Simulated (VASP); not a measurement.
Wanted: the native input for a VASP 6.6.1 run.

```yaml
Task: single point
Functional: PBE
Potentials_or_basis: VASP PAW PBE potentials, release 64 (Br)
Cutoff: 500 eV
k_mesh: 15 × 15 × 15
Occupations: fermi-dirac, width 0.02 eV
Spin: no spin polarisation
Dipole_correction: no
Further_INCAR_settings: ALGO = Normal; EDIFF = 1e-06; NBANDS = 10
```

The structure of Br lies in POSCAR:

```
Br
1.0
    0.0000000000      2.3608050719      2.3608050719
    2.3608050719      0.0000000000      2.3608050719
    2.3608050719      2.3608050719      0.0000000000
Br
1
Direct
    0.0000000000      0.0000000000      0.0000000000
```

These files were run (other wordings do the same):

INCAR

```
SYSTEM = Br
PREC = Accurate
ENCUT = 500
EDIFF = 1E-6
ISMEAR = -1
SIGMA = 0.02
LREAL = .False.
LASPH = .True.
NELM = 120
ALGO = Normal
ISIF = 2
LWAVE = .False.
LCHARG = .False.
GGA = PE
NBANDS = 10
GGA_COMPAT = .False.
```

KPOINTS

```
regular mesh
0
Gamma
  15 15 15
  0 0 0
```

Potentials or basis: VASP PAW PBE potentials, release 64 (Br).

Run with:

```bash
$ cat potpaw_PBE.64/Br/POTCAR > POTCAR
$ mpirun -np 1 vasp_std > vasp.out
```

It gave:

```
Pressure               : 0.0 GPa
Band gap on the k mesh : zero (an odd number of electrons rules out a gap without spin polarisation)
```

Caveat: an odd number of electrons without spin polarisation forces a metal; a magnetic or distorted state may lie lower.

Wall time 36 s on 1 thread of AMD EPYC 7R43 64-Core Processor (Zen 3), on a shared host, peak memory 0.11 GiB.
